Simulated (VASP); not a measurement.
# TaH4 (P-3m1) in VASP: notebook

The runs below take TaH4 through relaxation of cell and atoms, single point, with PBE.

Program: VASP 6.6.1. These are calculated values, not measurements. Logs are shortened: lines on timing, memory, paths and dates and some standing lists are left out, and cuts for length are marked.

**1. The cell of the first run**

Symmetry: P-3m1, No. 164, trigonal system. Conventional cell: a = 3.200 Å, b = 3.200 Å, c = 5.100 Å, α = 90.00°, β = 90.00°, γ = 120.00°. Ta (site symmetry -3m) has 8 H at 2.11 to 2.18 Å within 2.8 Å. Within 1.0 Å of H (site symmetry 3m) lie 1 H at 0.75 Å. Within 2.8 Å of H (site symmetry 3m) lie 3 Ta at 2.11 Å and 9 H at 2.18 to 2.75 Å.

**2. Relaxation of cell and atoms, PBE**

INCAR

```
SYSTEM = TaH4
  PREC = Accurate
  ENCUT = 600
  EDIFF = 1E-7
  ISMEAR = 0
  SIGMA = 0.15
  LREAL = .FALSE.
  LASPH = .TRUE.
  NELM = 100
  ALGO = Normal
  ISIF = 3
  LWAVE = .FALSE.
  LCHARG = .FALSE.
  GGA = PE
  IBRION = 2
  NSW = 36
  EDIFFG = -0.08
```

KPOINTS

```
Automatic mesh
0
G
  4 4 3
  0 0 0
```

POSCAR

```
TaH4
1.0
    3.2000000000      0.0000000000      0.0000000000
   -1.6000000000      2.7712812900      0.0000000000
    0.0000000000      0.0000000000      5.1000000000
Ta H
1 4
Direct
    0.0000000000      0.0000000000      0.0000000000
    0.0000000000      0.0000000000      0.4265000000
    0.0000000000      0.0000000000      0.5735000000
    0.6666666700      0.3333333300      0.8000000000
    0.3333333300      0.6666666700      0.2000000000
```

Potentials or basis: VASP PAW PBE potentials, release 64 (Ta_pv, H).

The run is started by

```console
$ cat potpaw_PBE.64/Ta_pv/POTCAR potpaw_PBE.64/H/POTCAR > POTCAR
$ mpirun -np 1 vasp_std > vasp.out
```

OUTCAR:

```text
SYSTEM = TaH4
   PREC = Accurate
   ENCUT = 600
   EDIFF = 1E-7
   ISMEAR = 0
   LREAL = .FALSE.
   LASPH = .TRUE.
   NELM = 100
   ISIF = 3
   GGA = PE
   IBRION = 2
   NSW = 36
   EDIFFG = -0.08

 ion  position               nearest neighbor table
   1  0.000  0.000  0.000-   4 2.11   5 2.11   5 2.11   4 2.11   4 2.11   5 2.11   2 2.18   3 2.18

   2  0.000  0.000  0.426-   3 0.75   1 2.18
   3  0.000  0.000  0.574-   2 0.75   1 2.18
   4  0.667  0.333  0.800-   1 2.11   1 2.11   1 2.11
   5  0.333  0.667  0.200-   1 2.11   1 2.11   1 2.11

  LATTYP: Found a hexagonal cell.
 ALAT       =     3.2000000000
 C/A-ratio  =     1.5937500000

  Lattice vectors:

 A1 = (   3.2000000000,   0.0000000000,   0.0000000000)
 A2 = (  -1.6000000000,   2.7712812900,   0.0000000000)
 A3 = (   0.0000000000,   0.0000000000,   5.1000000000)

Analysis of symmetry for initial positions (statically):
=====================================================================
 Subroutine PRICEL returns:
 Original cell was already a primitive cell.

 Routine SETGRP: Setting up the symmetry group for a
 hexagonal supercell.

 Subroutine GETGRP returns: Found 12 space group operations
 (whereof 12 operations were pure point group operations)
 out of a pool of 24 trial point group operations.

The static configuration has the point symmetry D_3d.

Analysis of symmetry for dynamics (positions and initial velocities):
=====================================================================
 Subroutine PRICEL returns:
 Original cell was already a primitive cell.

 Routine SETGRP: Setting up the symmetry group for a
 hexagonal supercell.

 Subroutine GETGRP returns: Found 12 space group operations
 (whereof 12 operations were pure point group operations)
 out of a pool of 24 trial point group operations.

The dynamic configuration has the point symmetry D_3d.

 Subroutine INISYM returns: Found 12 space group operations
 (whereof 12 operations are pure point group operations),
 and found     1 'primitive' translations

----------------------------------------------------------------------------------------

                                     Primitive cell

  volume of cell :      45.2273

  direct lattice vectors                    reciprocal lattice vectors
     3.200000000  0.000000000  0.000000000     0.312500000  0.180421959  0.000000000
    -1.600000000  2.771281290  0.000000000     0.000000000  0.360843919  0.000000000
     0.000000000  0.000000000  5.100000000     0.000000000  0.000000000  0.196078431

  length of vectors
     3.200000000  3.199999998  5.100000000     0.360843918  0.360843919  0.196078431

  position of ions in fractional coordinates (direct lattice)
     0.000000000  0.000000000  0.000000000
     0.000000000  0.000000000  0.426500000
     0.000000000  0.000000000  0.573500000
     0.666666670  0.333333330  0.800000000
     0.333333330  0.666666670  0.200000000

  ion indices of the primitive-cell ions
   primitive index   ion index
                 1           1
                 2           2
                 3           3
                 4           4
                 5           5

----------------------------------------------------------------------------------------

 KPOINTS: Automatic mesh

Automatic generation of k-mesh.
 Grid dimensions read from file:
 generate k-points for:    4    4    3

 Generating k-lattice:

  Cartesian coordinates                     Fractional coordinates (reciprocal lattice)
     0.078125000  0.045105490  0.000000000     0.250000000  0.000000000  0.000000000
     0.000000000  0.090210980  0.000000000     0.000000000  0.250000000  0.000000000
     0.000000000  0.000000000  0.065359477     0.000000000  0.000000000  0.333333333

  Length of vectors
     0.090210980  0.090210980  0.065359477

  Shift w.r.t. Gamma in fractional coordinates (k-lattice)
     0.000000000  0.000000000  0.000000000

 Subroutine IBZKPT returns following result:
 ===========================================

 Found      9 irreducible k-points:

 Following reciprocal coordinates:
            Coordinates               Weight
  0.000000  0.000000  0.000000      1.000000
  0.250000  0.000000  0.000000      6.000000
  0.500000  0.000000  0.000000      3.000000
  0.250000  0.250000  0.000000      6.000000
  0.000000  0.000000  0.333333      2.000000
  0.250000  0.000000  0.333333      6.000000
  0.000000  0.250000  0.333333      6.000000
  0.500000  0.000000  0.333333      6.000000
  0.250000  0.250000  0.333333     12.000000
   k-points           NKPTS =      9   k-points in BZ     NKDIM =      9   number of bands    NBANDS=     11
   number of dos      NEDOS =    301   number of ions     NIONS =      5
   total plane-waves  NPLWV =  32928
   dimension x,y,z NGX =    28 NGY =   28 NGZ =   42
   dimension x,y,z NGXF=    56 NGYF=   56 NGZF=   84
   ions per type =               1   4
   NGX,Y,Z   is equivalent  to a cutoff of  14.55, 14.55, 13.69 a.u.
   NGXF,Y,Z  is equivalent  to a cutoff of  29.09, 29.09, 27.38 a.u.
 SYSTEM =  TaH4
   PREC   = accura    normal or accurate (medium, high low for compatibility)
   ISTART =      0    job   : 0-new  1-cont  2-samecut
   ICHARG =      2    charge: 1-file 2-atom 10-const
   ISPIN  =      1    spin polarized calculation?
   LNONCOLLINEAR =      F non collinear calculations
   LSORBIT =      F    spin-orbit coupling
   LASPH  =      T    aspherical Exc in radial PAW
   ENCUT  =  600.0 eV  44.10 Ry    6.64 a.u.   6.39  6.39 10.19*2*pi/ulx,y,z
   NELM   =    100;   NELMIN=  2; NELMDL= -5     # of ELM steps
   EDIFF  = 0.1E-06   stopping-criterion for ELM
   LREAL  =      F    real-space projection
   EDIFFG = -.8E-01   stopping-criterion for IOM
   NSW    =     36    number of steps for IOM
   IBRION =      2    ionic relax: 0-MD 1-quasi-New 2-CG
   NFREE  =      1    steps in history (QN), initial steepest desc. (CG)
   ISIF   =      3    stress and relaxation
   ISYM   =      2    0-nonsym 1-usesym 2-fastsym
   POTIM  = 0.5000    time-step for ionic-motion
   TEBEG  =    0.0;   TEEND  =   0.0 temperature during run
   PSTRESS=    0.0 pullay stress
   NELECT =      15.0000    total number of electrons
   NUPDOWN=      -1.0000    fix difference up-down
   EMIN   =  10.00;   EMAX   =-10.00  energy-range for DOS
   EFERMI =   0.00;   METHOD = LEGACY
   ISMEAR =     0;   SIGMA  =   0.15  broadening in eV -4-tet -1-fermi 0-gaus
   EFERMI_NEDOS =   21; number of points for ismear=-14 and -15
   IALGO  =     38    algorithm
   IMIX   =      4    mixing-type and parameters
     AMIX     =   0.40;   BMIX     =  1.00
     AMIX_MAG =   1.60;   BMIX_MAG =  1.00
  volume/ion in A,a.u.               =       9.05        61.04
  Fermi-wavevector in a.u.,A,eV,Ry     =   1.133196  2.141430 17.471690  1.284133
  Thomas-Fermi vector in A             =   2.269898
   LORBIT       =      0    0 simple, 1 ext, 2 COOP (PROOUT), +10 PAW based schemes
   GGA     = PE    functional components
   LHFCALC =     F    Hartree Fock is set to
   AEXX    =    0.0000 exact exchange contribution
   IVDW    =     0    specifies the selected vdW correction
   LEPSILON=     F    determine dielectric tensor
   LRPA    =     F    only Hartree local field effects (RPA)
 conjugate gradient relaxation of ions
 non-spin polarized calculation
 Gauss-broadening in eV      SIGMA  =   0.15
  energy-cutoff  :      600.00
  volume of cell :       45.23
 maximum number of plane-waves:      1530
 NGX is ok and might be reduce to    28
   NGX = 13   NGY = 13   NGZ = 21

--------------------------------------- Ionic step        1  -------------------------------------------

 number of electron      14.9999999 magnetization

 Free energy of the ion-electron system (eV)
  ---------------------------------------------------
  ext. energy  EPLUGINS =         0.00000000
  ---------------------------------------------------
  free energy    TOTEN  =       -23.94248197 eV

  energy without entropy =      -23.89503074  energy(sigma->0) =      -23.91875636

------------------------ aborting loop because EDIFF is reached ----------------------------------------

  FORCE on cell =-STRESS in cart. coord.  units (eV):
  Direction    XX          YY          ZZ          XY          YZ          ZX
  --------------------------------------------------------------------------------------
  -------------------------------------------------------------------------------------
  Total       -5.5663400     -5.5663399      0.8397604      0.0000000      0.0000000      0.0000000
  in kB     -197.1875744   -197.1875741     29.7485089      0.0000000      0.0000000      0.0000000
  external PRESSURE =    -121.5422132 kB  Pullay stress =       0.0000000 kB
[... 98 lines left out ...]
  FREE ENERGIE OF THE ION-ELECTRON SYSTEM (eV)
  ---------------------------------------------------
  free  energy   TOTEN  =       -24.4092807590 eV

  energy  without entropy=      -24.3699395624  energy(sigma->0) =      -24.38961016

 E-fermi :   2.2329     XC(G=0): -10.0383

 val. band max:        2.2036942119   @ k =   0.5000   0.0000   0.3333
 cond. band min:       2.3424025435   @ k =   0.0000   0.0000   0.0000
 fundamental gap:      0.1387083316
 Fermi energy:         2.2329163738

 k-point     1 :       0.0000    0.0000    0.0000
  band No.  band energies     occupation
      1     -32.5219      2.00000
      2     -31.9606      2.00000
      3     -31.9606      2.00000
      4      -8.1918      2.00000
      5      -4.6138      2.00000
      6      -2.1228      2.00000
      7       2.3424      0.30196
      8       2.3424      0.30196
      9       3.8648      0.00000
     10       5.3930      0.00000
     11       5.3930      0.00000
[... 99 lines left out ...]
 k-point     9 :       0.2500    0.2500    0.3333
  band No.  band energies     occupation
      1     -32.6287      2.00000
      2     -32.3889      2.00000
      3     -32.3127      2.00000
      4      -4.7547      2.00000
      5      -3.4628      2.00000
      6      -2.8927      2.00000
      7       0.6761      2.00000
      8       2.1296      1.67002
      9       2.4791      0.02030
     10       6.7446      0.00000
     11       8.6488      0.00000

[... ionic steps 4 to 22 ...]

--------------------------------------- Ionic step       23  -------------------------------------------

 number of electron      14.9999997 magnetization

------------------------ aborting loop because EDIFF is reached ----------------------------------------
[... 73 lines left out ...]
--------------------------------------- Ionic step       25  -------------------------------------------

 number of electron      14.9999997 magnetization

 Free energy of the ion-electron system (eV)
  ---------------------------------------------------
  ext. energy  EPLUGINS =         0.00000000
  ---------------------------------------------------
  free energy    TOTEN  =       -24.61016906 eV

  energy without entropy =      -24.56830945  energy(sigma->0) =      -24.58923925

 E-fermi :   1.0348     XC(G=0):  -8.9746

 val. band max:        1.0335381118   @ k =   0.2500   0.2500   0.0000
 cond. band min:       1.1114455509   @ k =   0.2500   0.0000   0.0000
 fundamental gap:      0.0779074391
 Fermi energy:         1.0348466181

 k-point     1 :       0.0000    0.0000    0.0000
  band No.  band energies     occupation
      1     -33.8798      2.00000
      2     -33.0453      2.00000
      3     -33.0453      2.00000
      4      -8.4985      2.00000
      5      -5.8928      2.00000
      6      -3.7592      2.00000
      7      -0.3133      2.00000
      8       1.2404      0.05267
      9       1.2404      0.05267
     10       4.4915      0.00000
     11       4.4915      0.00000
[... 142 lines left out ...]
  FREE ENERGIE OF THE ION-ELECTRON SYSTEM (eV)
  ---------------------------------------------------
  free  energy   TOTEN  =       -24.6101690563 eV

  energy  without entropy=      -24.5683094494  energy(sigma->0) =      -24.58923925

 reached required accuracy - stopping structural energy minimisation
```

Wall time 76 s (1 thread of Intel Xeon 6975P-C (Granite Rapids), shared host); peak memory 0.19 GiB.

What came out:

```yaml
Free_energy: -24.6102 eV
Relaxed_volume: 9.70 Å³/atom
Relaxed_cell: a = 2.897 Å, b = 2.897 Å, c = 6.676 Å, α = 90.00°, β = 90.00°, γ = 120.00°
Space_group_after_relaxing_to_0.1_Å: P-3m1 (No. 164)
Energy_gained_by_relaxing: 133.5 meV/atom
Ionic_steps: 25
Pressure_after_relaxing: 0.3 GPa
Largest_force_after_relaxing: 0.022 eV/Å
Band_gap_on_the_k_mesh: zero (an odd number of electrons rules out a gap without spin polarisation)
```

Forces in eV/Å, atoms in the order of the input:
```
Ta   0.000  0.000  0.000
H    0.000  0.000  0.022
H    0.000  0.000 -0.022
H    0.000  0.000 -0.004
H    0.000  0.000  0.004
```

The path:
```
step  energy change (eV)  largest force (eV/Å)  pressure (GPa)  volume (Å³)
   1              0.0000                1.9821          -12.15        45.23
   2             -0.4668                0.7358           -4.91        40.83
   3             -0.4668                0.7319           -4.97        40.85
   4             -0.5256                0.4983            1.68        38.97
   5             -0.5258                0.4712            2.16        38.85
   6             -0.5442                0.0212            1.88        39.17
   7             -0.5445                0.1092            1.86        39.22
   8             -0.5581                0.0793            0.29        39.91
   9             -0.5667                0.1587           -1.75        40.95
  10             -0.5800                0.1128           -0.63        40.94
  11             -0.5888                0.2231            1.47        40.91
  12             -0.5953                0.1321            2.00        41.36
  13             -0.5956                0.2684            2.19        41.50
  14             -0.6002                0.2678            1.80        41.93
  15             -0.6173                0.3245            0.79        43.23
  16             -0.6318                0.8737           -0.56        45.85
  17             -0.6359                0.7879           -0.78        46.15
  18             -0.6451                0.5430           -1.38        47.05
  19             -0.6529                0.1322           -2.37        48.84
  20             -0.6532                0.1378           -2.51        49.11
  21             -0.6563                0.1224           -2.22        49.05
  22             -0.6632                0.0827           -1.34        48.84
  23             -0.6663                0.2511            0.52        48.42
  24             -0.6670                0.2017           -0.04        48.55
  25             -0.6677                0.0223            0.28        48.51
```

Final structure:
```
Ta H
1.0
     2.89674    0.00000    0.00000
    -1.44837    2.50865    0.00000
     0.00000    0.00000    6.67565
Ta H
1 4
Direct
  0.00000 0.00000 0.00000
  0.00000 0.00000 0.44305
  0.00000 0.00000 0.55695
  0.66667 0.33333 0.83651
  0.33333 0.66667 0.16349
```

Caveat: the k points lie up to 0.63 Å⁻¹ apart in the final cell, too coarse for converged energies and pressures of a metal; a cell axis changed by over 15 % at a fixed basis, so the end point is rough; spin-orbit coupling is left out, which moves the levels of the heavy elements; an odd number of electrons without spin polarisation forces a metal; a magnetic or distorted state may lie lower.

[end of part 1 of 2]

The gap in the log of VASP goes by the Fermi energy; the results here count the filled bands.